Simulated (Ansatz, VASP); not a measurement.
**CdW2 in VASP and in Ansatz**

```
Cd W
1.0
    -1.76447    1.76447    4.32847
     1.76447   -1.76447    4.32847
     1.76447    1.76447   -4.32847
Cd W
1 2
Direct
  0.00000 0.00000 0.00000
  0.66500 0.66500 0.00000
  0.33500 0.33500 0.00000
```

Alike in both runs: task single point; functional PBE; k mesh 8 × 8 × 8; occupations gaussian, width 0.1 eV; no spin polarisation.

```csv
,VASP,Ansatz
version,VASP 6.6.1,Ansatz 0.2.0
potentials or method,"VASP PAW PBE potentials, release 64 (Cd, W_sv), cutoff 520 eV","scalar-relativistic, plane waves, PAW"
valence electrons in the cell,40,48
```

```tsv
	VASP	Ansatz	Ansatz less VASP
gap on the k mesh at the Fermi level (eV)	none	none	-
pressure (GPa)	-7.6	-8.3	-0.70
traceless stress, the component that is largest in VASP (GPa)	2.21	2.08	-0.131
rms of the force components (eV/Å)	0.821	0.809	-0.0127
```

Atom by atom the forces differ by 0.013 eV/Å (rms over components). A gap of «none» marks a metal or a gap that the smearing closes. VASP's potentials hold 40 valence electrons a cell and Ansatz's 48, so a difference there can come from the potentials and not from the codes.

Neither program's run includes spin-orbit coupling.
